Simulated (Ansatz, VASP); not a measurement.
Ga8H: VASP beside Ansatz

File INCAR:

```
PREC = Accurate ; ENCUT = 520
EDIFF = 1E-6 ; ISMEAR = 0
SIGMA = 0.1 ; LREAL = False
LASPH = True ; NELM = 60
ALGO = Normal ; ISIF = 2
LWAVE = False ; LCHARG = True
GGA = PE ; LELF = True
LVHAR = True ; NBANDS = 62
```

The input KPOINTS:

```
Automatic mesh
0
Gamma
  4 4 4
```

POSCAR

```
Ga8H
1.0
   -2.8856736918      2.8856736918      4.5332308893
    2.8856736918     -2.8856736918      4.5332308893
    2.8856736918      2.8856736918     -4.5332308893
Ga H
8 1
Direct
    0.0000000000      0.0000000000      0.0000000000
    0.0000000000      0.0000000000      0.5000000000
    0.0000000000      0.5000000000      0.0000000000
    0.0000000000      0.5000000000      0.5000000000
    0.5000000000      0.0000000000      0.0000000000
    0.5000000000      0.0000000000      0.5000000000
    0.5000000000      0.5000000000      0.0000000000
    0.5000000000      0.5000000000      0.5000000000
    0.2500000000      0.2500000000      0.0000000000
```

Input for Ansatz:

```yaml
crystal:
  lattice:
    - [-2.8856736918, 2.8856736918, 4.5332308893]
    - [2.8856736918, -2.8856736918, 4.5332308893]
    - [2.8856736918, 2.8856736918, -4.5332308893]
  atoms:
    - { symbol: Ga, position: [0.0, 0.0, 0.0] }
    - { symbol: Ga, position: [0.0, 0.0, 0.5] }
    - { symbol: Ga, position: [0.0, 0.5, 0.0] }
    - { symbol: Ga, position: [0.0, 0.5, 0.5] }
    - { symbol: Ga, position: [0.5, 0.0, 0.0] }
    - { symbol: Ga, position: [0.5, 0.0, 0.5] }
    - { symbol: Ga, position: [0.5, 0.5, 0.0] }
    - { symbol: Ga, position: [0.5, 0.5, 0.5] }
    - { symbol: H, position: [0.25, 0.25, 0.0] }
basis:
  ecutwfc: 420
kpoints:
  mp_grid: { grid: [4, 4, 4] }
hamiltonian:
  xc: pbe
scf:
  occupations: { method: gaussian, width: 0.1 }
output:
  forces: true
  stress: true
  eigenvalues: true
```

Alike in both runs: task single point; functional PBE; k mesh 4 × 4 × 4; occupations gaussian, width 0.1 eV; no spin polarisation.

|  | VASP | Ansatz |
| --- | --- | --- |
| version | VASP 6.6.1 | Ansatz 0.2.0 |
| potentials or method | VASP PAW PBE potentials, release 64 (Ga_d, H), cutoff 520 eV | scalar-relativistic, plane waves, PAW |
| valence electrons in the cell | 105 | 105 |

```csv
,VASP,Ansatz,Ansatz less VASP
gap on the k mesh at the Fermi level (eV),none,none,-
pressure (GPa),1.9,1.8,-0.13
"traceless stress, the component that is largest in VASP (GPa)",0.81,0.83,+0.024
rms of the force components (eV/Å),0.048,0.046,-0.0015
```

Atom by atom the forces differ by 0.002 eV/Å (rms over components). A gap of «none» marks a metal or a gap that the smearing closes.

The k mesh is coarse, so the values compare programs but aren't converged.
